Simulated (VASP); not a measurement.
# Al in VASP: further runs

Runs on Al. Level: PBE. Tasks: single point, relaxation of the atoms.

Program: VASP 6.6.1. These are calculated values, not measurements. Logs are shortened: lines on timing, memory, paths and dates and some standing lists are left out, and cuts for length are marked.

## Step 1: The cell of the first run

The cell holds a slab with vacuum, 5 atoms: a = 2.864 Å, b = 2.864 Å, c = 20.099 Å, α = 90.00°, β = 90.00°, γ = 90.00°.

## Step 2: Single point, PBE

Input file INCAR:

```
SYSTEM = Al
  ALGO = Normal
  DIPOL = 0.5 0.5 0.500
  EDIFF = 1E-7
  ENCUT = 520
  GGA = PE
  IDIPOL = 3
  ISIF = 2
  ISMEAR = 1
  LASPH = .TRUE.
  LCHARG = .FALSE.
  LDIPOL = .TRUE.
  LREAL = .FALSE.
  LWAVE = .FALSE.
  NBANDS = 16
  NELM = 100
  PREC = Accurate
  SIGMA = 0.1
```

Input file KPOINTS:

```
k-points
0
G
  7 7 1
  0 0 0
```

Input file POSCAR:

```
Al
1.0
    2.8635066922      0.0000000000      0.0000000000
    0.0000000000      2.8635066922      0.0000000000
    0.0000000000      0.0000000000     20.0992200000
Al
5
Direct
    0.0000000000      0.0000000000      0.2940307098
    0.5000000000      0.5000000000      0.3975942229
    1.0000000000      0.0000000000      0.5000000021
    0.5000000000      0.5000000000      0.6024058475
    1.0000000000      0.0000000000      0.7059692178
```

Potentials or basis: VASP PAW PBE potentials, release 64 (Al).

On the command line:

```sh
cat potpaw_PBE.64/Al/POTCAR > POTCAR
mpirun -np 1 vasp_std > vasp.out
```

OUTCAR:

```text
SYSTEM = Al
   EDIFF = 1E-7
   ENCUT = 520
   GGA = PE
   ISIF = 2
   ISMEAR = 1
   LASPH = .TRUE.
   LREAL = .FALSE.
   NELM = 100
   PREC = Accurate

 ion  position               nearest neighbor table
   1  0.000  0.000  0.294-   2 2.90   2 2.90   2 2.90   2 2.90
   2  0.500  0.500  0.398-   3 2.89   3 2.89   3 2.89   3 2.89   1 2.90   1 2.90   1 2.90   1 2.90

   3  0.000  0.000  0.500-   2 2.89   2 2.89   2 2.89   2 2.89   4 2.89   4 2.89   4 2.89   4 2.89

   4  0.500  0.500  0.602-   3 2.89   3 2.89   3 2.89   3 2.89   5 2.90   5 2.90   5 2.90   5 2.90

   5  0.000  0.000  0.706-   4 2.90   4 2.90   4 2.90   4 2.90

  LATTYP: Found a simple tetragonal cell.
 ALAT       =     2.8635066922
 C/A-ratio  =     7.0190930773

  Lattice vectors:

 A1 = (   2.8635066922,   0.0000000000,   0.0000000000)
 A2 = (   0.0000000000,   2.8635066922,   0.0000000000)
 A3 = (   0.0000000000,   0.0000000000,  20.0992200000)

Analysis of symmetry for initial positions (statically):
=====================================================================
 Subroutine PRICEL returns:
 Original cell was already a primitive cell.

 Routine SETGRP: Setting up the symmetry group for a
 simple tetragonal supercell.

 Subroutine GETGRP returns: Found 16 space group operations
 (whereof 16 operations were pure point group operations)
 out of a pool of 16 trial point group operations.

The static configuration has the point symmetry D_4h.

Analysis of symmetry for dynamics (positions and initial velocities):
=====================================================================
 Subroutine PRICEL returns:
 Original cell was already a primitive cell.

 Routine SETGRP: Setting up the symmetry group for a
 simple tetragonal supercell.

 Subroutine GETGRP returns: Found 16 space group operations
 (whereof 16 operations were pure point group operations)
 out of a pool of 16 trial point group operations.

The dynamic configuration has the point symmetry D_4h.

 Subroutine INISYM returns: Found 16 space group operations
 (whereof 16 operations are pure point group operations),
 and found     1 'primitive' translations

----------------------------------------------------------------------------------------

                                     Primitive cell

  volume of cell :     164.8070

  direct lattice vectors                    reciprocal lattice vectors
     2.863506692  0.000000000  0.000000000     0.349222163  0.000000000  0.000000000
     0.000000000  2.863506692  0.000000000     0.000000000  0.349222163  0.000000000
     0.000000000  0.000000000 20.099220000     0.000000000  0.000000000  0.049753175

  length of vectors
     2.863506692  2.863506692 20.099220000     0.349222163  0.349222163  0.049753175

  position of ions in fractional coordinates (direct lattice)
     0.000000000  0.000000000  0.294030710
     0.500000000  0.500000000  0.397594223
     0.000000000  0.000000000  0.500000002
     0.500000000  0.500000000  0.602405848
     0.000000000  0.000000000  0.705969218

  ion indices of the primitive-cell ions
   primitive index   ion index
                 1           1
                 2           2
                 3           3
                 4           4
                 5           5

----------------------------------------------------------------------------------------

 KPOINTS: k-points

Automatic generation of k-mesh.
 Grid dimensions read from file:
 generate k-points for:    7    7    1

 Generating k-lattice:

  Cartesian coordinates                     Fractional coordinates (reciprocal lattice)
     0.049888880  0.000000000  0.000000000     0.142857143  0.000000000  0.000000000
     0.000000000  0.049888880  0.000000000     0.000000000  0.142857143  0.000000000
     0.000000000  0.000000000  0.049753175     0.000000000  0.000000000  1.000000000

  Length of vectors
     0.049888880  0.049888880  0.049753175

  Shift w.r.t. Gamma in fractional coordinates (k-lattice)
     0.000000000  0.000000000  0.000000000

 Subroutine IBZKPT returns following result:
 ===========================================

 Found     10 irreducible k-points:

 Following reciprocal coordinates:
            Coordinates               Weight
  0.000000  0.000000  0.000000      1.000000
  0.142857  0.000000  0.000000      4.000000
  0.285714  0.000000  0.000000      4.000000
  0.428571  0.000000  0.000000      4.000000
  0.142857  0.142857  0.000000      4.000000
  0.285714  0.142857  0.000000      8.000000
  0.428571  0.142857  0.000000      8.000000
  0.285714  0.285714  0.000000      4.000000
  0.428571  0.285714  0.000000      8.000000
  0.428571  0.428571  0.000000      4.000000
   k-points           NKPTS =     10   k-points in BZ     NKDIM =     10   number of bands    NBANDS=     16
   number of dos      NEDOS =    301   number of ions     NIONS =      5
   total plane-waves  NPLWV =  86400
   dimension x,y,z NGX =    24 NGY =   24 NGZ =  150
   dimension x,y,z NGXF=    48 NGYF=   48 NGZF=  300
   ions per type =               5
   NGX,Y,Z   is equivalent  to a cutoff of  13.93, 13.93, 12.41 a.u.
   NGXF,Y,Z  is equivalent  to a cutoff of  27.87, 27.87, 24.81 a.u.
 SYSTEM =  Al
   PREC   = accura    normal or accurate (medium, high low for compatibility)
   ISTART =      0    job   : 0-new  1-cont  2-samecut
   ICHARG =      2    charge: 1-file 2-atom 10-const
   ISPIN  =      1    spin polarized calculation?
   LNONCOLLINEAR =      F non collinear calculations
   LSORBIT =      F    spin-orbit coupling
   LASPH  =      T    aspherical Exc in radial PAW
   ENCUT  =  520.0 eV  38.22 Ry    6.18 a.u.   5.32  5.32 37.37*2*pi/ulx,y,z
   NELM   =    100;   NELMIN=  2; NELMDL= -5     # of ELM steps
   EDIFF  = 0.1E-06   stopping-criterion for ELM
   LREAL  =      F    real-space projection
   EDIFFG = 0.1E-05   stopping-criterion for IOM
   NSW    =      0    number of steps for IOM
   IBRION =     -1    ionic relax: 0-MD 1-quasi-New 2-CG
   NFREE  =      0    steps in history (QN), initial steepest desc. (CG)
   ISIF   =      2    stress and relaxation
   ISYM   =      2    0-nonsym 1-usesym 2-fastsym
   POTIM  = 0.5000    time-step for ionic-motion
   TEBEG  =    0.0;   TEEND  =   0.0 temperature during run
   PSTRESS=    0.0 pullay stress
   NELECT =      15.0000    total number of electrons
   NUPDOWN=      -1.0000    fix difference up-down
   EMIN   =  10.00;   EMAX   =-10.00  energy-range for DOS
   EFERMI =   0.00;   METHOD = LEGACY
   ISMEAR =     1;   SIGMA  =   0.10  broadening in eV -4-tet -1-fermi 0-gaus
   EFERMI_NEDOS =   21; number of points for ismear=-14 and -15
   IALGO  =     38    algorithm
   IMIX   =      4    mixing-type and parameters
     AMIX     =   0.40;   BMIX     =  1.00
     AMIX_MAG =   1.60;   BMIX_MAG =  1.00
  volume/ion in A,a.u.               =      32.96       222.43
  Fermi-wavevector in a.u.,A,eV,Ry     =   0.736399  1.391593  7.378221  0.542284
  Thomas-Fermi vector in A             =   1.829829
   LORBIT       =      0    0 simple, 1 ext, 2 COOP (PROOUT), +10 PAW based schemes
   GGA     = PE    functional components
   LHFCALC =     F    Hartree Fock is set to
   AEXX    =    0.0000 exact exchange contribution
   IVDW    =     0    specifies the selected vdW correction
   LEPSILON=     F    determine dielectric tensor
   LRPA    =     F    only Hartree local field effects (RPA)
 non-spin polarized calculation
 Methfessel and Paxton  Order N= 1 SIGMA  =   0.10
  energy-cutoff  :      520.00
  volume of cell :      164.81
 maximum number of plane-waves:      4493
 NGX is ok and might be reduce to    24
   NGX = 11   NGY = 11   NGZ = 75

 dipolmoment           0.000000      0.000000     -0.000000 electrons x Angstroem

 number of electron      15.0000000 magnetization

 dipolmoment           0.000000      0.000000      0.000000 electrons x Angstroem

 Free energy of the ion-electron system (eV)
  ---------------------------------------------------
  ext. energy  EPLUGINS =         0.00000000
  ---------------------------------------------------
  free energy    TOTEN  =       -17.80709710 eV

  energy without entropy =      -17.80349965  energy(sigma->0) =      -17.80589795

 E-fermi :   1.7638     XC(G=0):  -6.1318

 val. band max:        1.7603628708   @ k =   0.4286   0.4286   0.0000
 cond. band min:       1.8175281740   @ k =   0.2857   0.2857   0.0000
 fundamental gap:      0.0571653032
 Fermi energy:         1.7638249490

 k-point     1 :       0.0000    0.0000    0.0000
  band No.  band energies     occupation
      1      -8.7252      2.00000
      2      -7.8039      2.00000
      3      -6.4034      2.00000
      4      -4.4975      2.00000
      5      -2.1095      2.00000
      6      -0.2427      2.00000
[... 8 lines left out ...]
     15       8.4957      0.00000
     16       8.7201      0.00000

 k-point     2 :       0.1429    0.0000    0.0000
  band No.  band energies     occupation
      1      -8.3578      2.00000
      2      -7.4385      2.00000
      3      -6.0409      2.00000
      4      -4.1385      2.00000
      5      -1.7524      2.00000
      6       0.0989      2.00000
[... 8 lines left out ...]
     15       8.1762      0.00000
     16       8.2219      0.00000

 k-point     3 :       0.2857    0.0000    0.0000
  band No.  band energies     occupation
      1      -7.2614      2.00000
      2      -6.3479      2.00000
      3      -4.9592      2.00000
      4      -3.0676      2.00000
      5      -0.6956      2.00000
      6       0.1920      2.00000
[... 8 lines left out ...]
     15       8.3432      0.00000
     16       9.2517      0.00000
[... 96 lines left out ...]
 k-point     9 :       0.4286    0.2857    0.0000
  band No.  band energies     occupation
      1      -4.0251      2.00000
      2      -3.1289      2.00000
      3      -1.7801      2.00000
      4      -1.5659      2.00000
      5      -0.6953      2.00000
      6       0.0863      2.00000
[... 8 lines left out ...]
     15       5.9103      0.00000
     16       6.5513      0.00000

 k-point    10 :       0.4286    0.4286    0.0000
  band No.  band energies     occupation
      1      -2.2814      2.00000
      2      -1.3969      2.00000
      3      -0.3920      2.00000
      4      -0.0593      2.00000
      5       0.4636      2.00000
      6       0.9552      2.00000
[... 8 lines left out ...]
     15       4.9562      0.00000
     16       5.0026      0.00000

------------------------ aborting loop because EDIFF is reached ----------------------------------------

 vacuum level on the upper side and lower side of the slab       (xc-potential included)        -0.184        -0.184

  FORCE on cell =-STRESS in cart. coord.  units (eV):
  Direction    XX          YY          ZZ          XY          YZ          ZX
  --------------------------------------------------------------------------------------
  -------------------------------------------------------------------------------------
  Total       -2.9960412     -2.9960412     -0.0116035      0.0000000     -0.0000000     -0.0000000
  in kB      -29.1261285    -29.1261285     -0.1128039      0.0000000     -0.0000000     -0.0000000
  external PRESSURE =     -19.4550203 kB  Pullay stress =       0.0000000 kB

 VOLUME and BASIS-vectors are now :
 -----------------------------------------------------------------------------
  energy-cutoff  :      520.00
  volume of cell :      164.81
      direct lattice vectors                 reciprocal lattice vectors
     2.863506692  0.000000000  0.000000000     0.349222163  0.000000000  0.000000000
     0.000000000  2.863506692  0.000000000     0.000000000  0.349222163  0.000000000
     0.000000000  0.000000000 20.099220000     0.000000000  0.000000000  0.049753175

 POSITION                                       TOTAL-FORCE (eV/Angst)
 -----------------------------------------------------------------------------------
      0.00000      0.00000      5.90979        -0.000000     -0.000000     -0.010284
      1.43175      1.43175      7.99133        -0.000000      0.000000      0.022871
      0.00000      0.00000     10.04961        -0.000000     -0.000000      0.000000
      1.43175      1.43175     12.10789         0.000000      0.000000     -0.022871
      0.00000      0.00000     14.18943        -0.000000     -0.000000      0.010284
 -----------------------------------------------------------------------------------
    total drift:                               -0.000000      0.000000     -0.000002

  FREE ENERGIE OF THE ION-ELECTRON SYSTEM (eV)
  ---------------------------------------------------
  free  energy   TOTEN  =       -17.8070970979 eV

  energy  without entropy=      -17.8034996474  energy(sigma->0) =      -17.80589795

 vacuum level on the upper side and lower side of the slab         6.071         6.071
```

Wall time 1.8 min (1 thread of AMD EPYC 7R13, shared host); peak memory 0.23 GiB.

Results:

```
Free energy   : -17.8071 eV
Largest force : 0.023 eV/Å
```

Forces in eV/Å, atoms in the order of the input:
```
Al   0.000  0.000 -0.010
Al   0.000  0.000  0.023
Al   0.000  0.000  0.000
Al   0.000  0.000 -0.023
Al   0.000  0.000  0.010
```

Levels at points of the mesh, in eV from the Fermi level:
| k point | band 4 | band 5 | band 6 | band 7 | band 8 | band 9 | band 10 | band 11 |
| --- | --- | --- | --- | --- | --- | --- | --- | --- |
| (0.00, 0.00, 0.00) | -6.26 | -3.87 | -2.01 | 0.99 | 3.18 | 4.02 | 5.75 | 5.85 |

(Part 1 of 2 ends here.)
